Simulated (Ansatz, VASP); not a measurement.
## NbCd3: VASP beside Ansatz

```
Nb Cd
1.0
     4.22900    0.00000    0.00000
     0.00000    4.22900    0.00000
     0.00000    0.00000    4.22900
Nb Cd
1 3
Direct
  0.00000 0.00000 0.00000
  0.00000 0.50000 0.50000
  0.50000 0.00000 0.50000
  0.50000 0.50000 0.00000
```

Change from the starting cell: volume scaled by 1.01, crystal datasets.

Alike in both runs: task electric field gradients; functional LDA; k mesh 9 × 9 × 9; occupations fermi-dirac, width 0.08 eV; no spin polarisation.

|  | VASP | Ansatz |
| --- | --- | --- |
| version | VASP 6.6.1 | Ansatz 0.2.0 |
| potentials or method | VASP PAW LDA potentials, release 64 (Nb_sv, Cd), cutoff 520 eV | all-electron PAW with datasets made for the crystal, scalar-relativistic |

VASP gave:

```
pressure (GPa)                                       : -2.8
size of Vzz on the site where it differs most (V/Å²) : 111.6
```

Q: Which values does Ansatz return?

A: Pressure (GPa): -3.6; size of Vzz on the site where it differs most (V/Å²): 116.0.

LDA's correlation is that of Perdew and Zunger in VASP and of Perdew and Wang (1992) in Ansatz. Ansatz ran all-electron here, and VASP with PAW potentials.
